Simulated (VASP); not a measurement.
Al2O3, 10 atoms in the cell. Symmetry: Pnnm, No. 58, orthorhombic system. Conventional cell: a = 4.614 Å, b = 9.563 Å, c = 3.120 Å, α = 90.00°, β = 90.00°, γ = 90.00°. Al (site symmetry m) has 4 O at 1.68 to 1.82 Å within 2.2 Å. Within 2.2 Å of O (site symmetry 2/m) lie 2 Al at 1.68 Å. O (site symmetry m) has 3 Al at 1.82 Å within 2.4 Å. 

```yaml
Program: VASP 6.6.1
Task: single point
Functional: PBE
Potentials_or_basis: VASP PAW PBE potentials, release 64 (Al, O)
Cutoff: 520 eV
k_mesh: 6 × 3 × 9
Occupations: gaussian, width 0.013 eV
Spin: no spin polarisation
Dipole_correction: no
Further_INCAR_settings: ALGO = Normal; EDIFF = 1e-06; NBANDS = 35
```

Potentials or basis: VASP PAW PBE potentials, release 64 (Al, O).

Command:

```sh
$ cat potpaw_PBE.64/Al/POTCAR potpaw_PBE.64/O/POTCAR > POTCAR
$ mpirun -np 1 vasp_std > vasp.out
```

Hardware: 1 thread of Intel Xeon 8259CL, on a shared host.

**Question.** How long does it take, and how much memory?

**Answer.** It took 4.6 min on 1 thread of Intel Xeon 8259CL, with other jobs on the host, peak memory 0.31 GiB. Counts: scf iterations 15, k points 40.
